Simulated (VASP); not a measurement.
# Zr (C2/c) in VASP: single point with PBE

Aim: the single point of Zr with PBE.

Everything below comes from runs of VASP 6.6.1. Logs are shortened: lines on timing, memory, paths and dates and some standing lists are left out, and cuts for length are marked.

## 1. The cell of the first run

The structure is monoclinic, space group C2/c (No. 15). Conventional cell: a = 3.233 Å, b = 5.598 Å, c = 5.149 Å, α = 90.00°, β = 93.01°, γ = 90.00°. Within 4.1 Å of Zr (site symmetry 2) lie 12 Zr at 3.11 to 3.25 Å.

## 2. Single point, PBE (strain +0.0525 x Voigt [0, 0, 0, 0, 1, 0])

File INCAR:

```
SYSTEM = Zr
  ALGO = Fast
  EDIFF = 1E-6
  ENCUT = 520
  GGA = PE
  ISIF = 2
  ISMEAR = 0
  LASPH = .True.
  LCHARG = .True.
  LELF = .True.
  LREAL = .False.
  LVHAR = .True.
  LWAVE = .False.
  NBANDS = 19
  NELM = 100
  PREC = Accurate
  SIGMA = 0.15
```

File KPOINTS:

```
k-points
0
Gamma
  18 18 10
  0 0 0
```

File POSCAR:

```
Zr
1.0
    3.2319982225      0.0000000000      0.0848399533
   -1.6159991112      2.7989925657     -0.0424199767
    0.1351087500      0.0000000000      5.1470000000
Zr
2
Direct
    0.3333333333      0.6666666667      0.2500000000
    0.6666666667      0.3333333333      0.7500000000
```

Potentials or basis: VASP PAW PBE potentials, release 64 (Zr_sv).

The run is started by

```
> cat potpaw_PBE.64/Zr_sv/POTCAR > POTCAR
> mpirun -np 1 vasp_std > vasp.out
```

OUTCAR:

```text
SYSTEM = Zr
   EDIFF = 1E-6
   ENCUT = 520
   GGA = PE
   ISIF = 2
   ISMEAR = 0
   LASPH = .True.
   LREAL = .False.
   NELM = 100
   PREC = Accurate

 ion  position               nearest neighbor table
   1  0.333  0.667  0.250-   2 3.11   2 3.11   2 3.18   2 3.18   2 3.25   2 3.25
   2  0.667  0.333  0.750-   1 3.11   1 3.11   1 3.18   1 3.18   1 3.25   1 3.25

  LATTYP: Found a base centered monoclinic cell.
 ALAT       =     3.2331115551
 B/A-ratio  =     1.7314543702
 C/A-ratio  =     1.5925132521
 COS(beta)  =    -0.0524638491

  Lattice vectors:

 A1 = (  -1.6159991112,   2.7989925657,  -0.0424199767)
 A2 = (  -1.6159991113,  -2.7989925657,  -0.0424199766)
 A3 = (   0.1351087500,   0.0000000000,   5.1470000000)

Analysis of symmetry for initial positions (statically):
=====================================================================
 Subroutine PRICEL returns:
 Original cell was already a primitive cell.

 Routine SETGRP: Setting up the symmetry group for a
 base centered monoclinic supercell.

 Subroutine GETGRP returns: Found  4 space group operations
 (whereof  2 operations were pure point group operations)
 out of a pool of  4 trial point group operations.

The static configuration has the point symmetry S_2 .
 The point group associated with its full space group is C_2h.

Analysis of symmetry for dynamics (positions and initial velocities):
=====================================================================
 Subroutine PRICEL returns:
 Original cell was already a primitive cell.

 Routine SETGRP: Setting up the symmetry group for a
 base centered monoclinic supercell.

 Subroutine GETGRP returns: Found  4 space group operations
 (whereof  2 operations were pure point group operations)
 out of a pool of  4 trial point group operations.

The dynamic configuration has the point symmetry S_2 .
 The point group associated with its full space group is C_2h.

 Subroutine INISYM returns: Found  4 space group operations
 (whereof  2 operations are pure point group operations),
 and found     1 'primitive' translations

----------------------------------------------------------------------------------------

                                     Primitive cell

  volume of cell :      46.5294

  direct lattice vectors                    reciprocal lattice vectors
     3.231998223  0.000000000  0.084839953     0.309619458  0.178635701 -0.008127511
    -1.615999111  2.798992566 -0.042419977     0.000000000  0.357271403  0.000000000
     0.135108750  0.000000000  5.147000000    -0.005103575  0.000000000  0.194421904

  length of vectors
     3.233111555  3.232276592  5.148772997     0.357548569  0.357271403  0.194488876

  position of ions in fractional coordinates (direct lattice)
     0.333333333  0.666666667  0.250000000
     0.666666667  0.333333333  0.750000000

  ion indices of the primitive-cell ions
   primitive index   ion index
                 1           1
                 2           2

----------------------------------------------------------------------------------------

 KPOINTS: k-points

Automatic generation of k-mesh.
 Grid dimensions read from file:
 generate k-points for:   18   18   10

 Generating k-lattice:

  Cartesian coordinates                     Fractional coordinates (reciprocal lattice)
     0.017201081  0.009924206 -0.000451528     0.055555556  0.000000000  0.000000000
     0.000000000  0.019848411  0.000000000     0.000000000  0.055555556  0.000000000
    -0.000510357  0.000000000  0.019442190    -0.000000000  0.000000000  0.100000000

  Length of vectors
     0.019863809  0.019848411  0.019448888

  Shift w.r.t. Gamma in fractional coordinates (k-lattice)
     0.000000000  0.000000000  0.000000000

 Subroutine IBZKPT returns following result:
 ===========================================

 Found    866 irreducible k-points:

 Following reciprocal coordinates:
            Coordinates               Weight
  0.000000  0.000000  0.000000      1.000000
  0.055556 -0.000000  0.000000      4.000000
  0.111111 -0.000000  0.000000      4.000000
  0.166667 -0.000000 -0.000000      4.000000
  0.222222 -0.000000  0.000000      4.000000
  0.277778 -0.000000  0.000000      4.000000
[... 16 lines left out ...]
 -0.333333  0.055556 -0.000000      4.000000
 -0.277778  0.055556 -0.000000      4.000000
 [... further k-points ...]
   k-points           NKPTS =    866   k-points in BZ     NKDIM =    866   number of bands    NBANDS=     19
   number of dos      NEDOS =    301   number of ions     NIONS =      2
   total plane-waves  NPLWV =  23040
   dimension x,y,z NGX =    24 NGY =   24 NGZ =   40
   dimension x,y,z NGXF=    48 NGYF=   48 NGZF=   80
   ions per type =               2
   NGX,Y,Z   is equivalent  to a cutoff of  12.34, 12.34, 12.92 a.u.
   NGXF,Y,Z  is equivalent  to a cutoff of  24.68, 24.69, 25.83 a.u.
 SYSTEM =  Zr
   PREC   = accura    normal or accurate (medium, high low for compatibility)
   ISTART =      0    job   : 0-new  1-cont  2-samecut
   ICHARG =      2    charge: 1-file 2-atom 10-const
   ISPIN  =      1    spin polarized calculation?
   LNONCOLLINEAR =      F non collinear calculations
   LSORBIT =      F    spin-orbit coupling
   LASPH  =      T    aspherical Exc in radial PAW
   ENCUT  =  520.0 eV  38.22 Ry    6.18 a.u.   6.01  6.01  9.57*2*pi/ulx,y,z
   NELM   =    100;   NELMIN=  2; NELMDL= -5     # of ELM steps
   EDIFF  = 0.1E-05   stopping-criterion for ELM
   LREAL  =      F    real-space projection
[... 7 lines left out ...]
   TEBEG  =    0.0;   TEEND  =   0.0 temperature during run
   PSTRESS=    0.0 pullay stress
   NELECT =      24.0000    total number of electrons
   NUPDOWN=      -1.0000    fix difference up-down
   EMIN   =  10.00;   EMAX   =-10.00  energy-range for DOS
   EFERMI =   0.00;   METHOD = LEGACY
   ISMEAR =     0;   SIGMA  =   0.15  broadening in eV -4-tet -1-fermi 0-gaus
   EFERMI_NEDOS =   21; number of points for ismear=-14 and -15
   IALGO  =     68    algorithm
   IMIX   =      4    mixing-type and parameters
     AMIX     =   0.40;   BMIX     =  1.00
     AMIX_MAG =   1.60;   BMIX_MAG =  1.00
  volume/ion in A,a.u.               =      23.26       157.00
  Fermi-wavevector in a.u.,A,eV,Ry     =   1.312913  2.481046 23.452922  1.723741
  Thomas-Fermi vector in A             =   2.443272
   LORBIT       =      0    0 simple, 1 ext, 2 COOP (PROOUT), +10 PAW based schemes
   GGA     = PE    functional components
   LHFCALC =     F    Hartree Fock is set to
   AEXX    =    0.0000 exact exchange contribution
   IVDW    =     0    specifies the selected vdW correction
   LEPSILON=     F    determine dielectric tensor
   LRPA    =     F    only Hartree local field effects (RPA)
 non-spin polarized calculation
 RMM-DIIS sequential band-by-band and
 Gauss-broadening in eV      SIGMA  =   0.15
  energy-cutoff  :      520.00
  volume of cell :       46.53
 maximum number of plane-waves:      1275
   NGX = 13   NGY = 13   NGZ = 19

 number of electron      24.0000000 magnetization

 Free energy of the ion-electron system (eV)
  ---------------------------------------------------
  ext. energy  EPLUGINS =         0.00000000
  ---------------------------------------------------
  free energy    TOTEN  =       -17.04100340 eV

  energy without entropy =      -17.01813422  energy(sigma->0) =      -17.02956881

 E-fermi :   8.9827     XC(G=0): -11.0845

 val. band max:        8.9824104230   @ k =   0.0000   0.1111   0.2000
 cond. band min:       8.9829421148   @ k =   0.4444  -0.2778   0.4000
 fundamental gap:      0.0005316919
 Fermi energy:         8.9827420540

 k-point     1 :       0.0000    0.0000    0.0000
  band No.  band energies     occupation
      1     -39.8346      2.00000
      2     -39.6769      2.00000
      3     -18.3657      2.00000
      4     -17.4901      2.00000
      5     -17.4853      2.00000
      6     -17.3664      2.00000
[... 11 lines left out ...]
     18      11.2126      0.00000
     19      13.4246      0.00000

 k-point     2 :       0.0556   -0.0000    0.0000
  band No.  band energies     occupation
      1     -39.8311      2.00000
      2     -39.6755      2.00000
      3     -18.3562      2.00000
      4     -17.5079      2.00000
      5     -17.4955      2.00000
      6     -17.3807      2.00000
[... 11 lines left out ...]
     18      11.1322      0.00000
     19      13.4805      0.00000

 k-point     3 :       0.1111   -0.0000    0.0000
  band No.  band energies     occupation
      1     -39.8208      2.00000
      2     -39.6715      2.00000
      3     -18.3281      2.00000
      4     -17.5683      2.00000
      5     -17.5156      2.00000
      6     -17.4362      2.00000
[... 11 lines left out ...]
     18      11.0005      0.00000
     19      13.6254      0.00000

 k-point     4 :       0.1667   -0.0000   -0.0000
  band No.  band energies     occupation
      1     -39.8046      2.00000
      2     -39.6655      2.00000
      3     -18.2831      2.00000
      4     -17.6609      2.00000
      5     -17.5450      2.00000
      6     -17.5270      2.00000
[... 11 lines left out ...]
     18      11.2189      0.00000
     19      13.8022      0.00000

 k-point     5 :       0.2222   -0.0000    0.0000
  band No.  band energies     occupation
      1     -39.7842      2.00000
      2     -39.6588      2.00000
      3     -18.2243      2.00000
      4     -17.7744      2.00000
      5     -17.6368      2.00000
      6     -17.5797      2.00000
[... 11 lines left out ...]
     18      11.6961      0.00000
     19      13.9662      0.00000
[... 334 lines left out ...]
      2     -39.6461      2.00000
      3     -18.1318      2.00000
      4     -17.9811      2.00000
      5     -17.9522      2.00000
      6     -17.6937      2.00000
[... 11 lines left out ...]
     18      14.1729      0.00000
     19      14.2375      0.00000

 k-point    22 :      -0.3889    0.0556    0.0000
  band No.  band energies     occupation
      1     -39.7262      2.00000
      2     -39.6467      2.00000
      3     -18.0658      2.00000
      4     -18.0266      2.00000
      5     -17.8992      2.00000
      6     -17.6701      2.00000
[... 11 lines left out ...]
     18      13.4657      0.00000
     19      14.1806      0.00000

 k-point    23 :      -0.3333    0.0556   -0.0000
  band No.  band energies     occupation
      1     -39.7480      2.00000
      2     -39.6498      2.00000
      3     -18.1132      2.00000
      4     -17.9501      2.00000
      5     -17.8129      2.00000
      6     -17.6361      2.00000
[... 11 lines left out ...]
     18      12.7730      0.00000
     19      14.1060      0.00000

 k-point    24 :      -0.2778    0.0556   -0.0000
  band No.  band energies     occupation
      1     -39.7709      2.00000
      2     -39.6551      2.00000
      3     -18.1842      2.00000
      4     -17.8344      2.00000
      5     -17.7138      2.00000
      6     -17.5940      2.00000
[... 11 lines left out ...]
     18      12.1301      0.00000
     19      14.0001      0.00000

 [... further k-points ...]

------------------------ aborting loop because EDIFF is reached ----------------------------------------

  FORCE on cell =-STRESS in cart. coord.  units (eV):
  Direction    XX          YY          ZZ          XY          YZ          ZX
  --------------------------------------------------------------------------------------
  -------------------------------------------------------------------------------------
  Total        0.1221245      0.0368301      0.2504786      0.0000000     -0.0000000     -0.3939252
  in kB        4.2051895      1.2681935      8.6248906      0.0000000     -0.0000000    -13.5642770
  external PRESSURE =       4.6994245 kB  Pullay stress =       0.0000000 kB

 VOLUME and BASIS-vectors are now :
 -----------------------------------------------------------------------------
  energy-cutoff  :      520.00
  volume of cell :       46.53
      direct lattice vectors                 reciprocal lattice vectors
     3.231998223  0.000000000  0.084839953     0.309619458  0.178635701 -0.008127511
    -1.615999111  2.798992566 -0.042419977     0.000000000  0.357271403  0.000000000
     0.135108750  0.000000000  5.147000000    -0.005103575  0.000000000  0.194421904

 POSITION                                       TOTAL-FORCE (eV/Angst)
 -----------------------------------------------------------------------------------
      0.03378      1.86600      1.28675         0.000000      0.010009     -0.000000
      1.71733      0.93300      3.90267        -0.000000     -0.010009      0.000000
 -----------------------------------------------------------------------------------
    total drift:                                0.000000     -0.000000      0.000000

  FREE ENERGIE OF THE ION-ELECTRON SYSTEM (eV)
  ---------------------------------------------------
  free  energy   TOTEN  =       -17.0410034030 eV

  energy  without entropy=      -17.0181342181  energy(sigma->0) =      -17.02956881
```

It took 21 min on 1 thread of Oxide Virtual Turin-like, shared host; peak memory 0.62 GiB.

What came out:

| Quantity | Value |
| --- | --- |
| Free energy | -17.0410 eV |
| Pressure | 0.5 GPa |
| Largest force | 0.010 eV/Å |
| Band gap on the k mesh | zero (bands 12 and 13 overlap by 1.28 eV) |

Forces on the atoms (eV/Å):
```
Zr   0.000  0.010  0.000
Zr   0.000 -0.010  0.000
```

Caveat: the cell differs from its parent crystal (strain +0.0525 x Voigt [0, 0, 0, 0, 1, 0]).
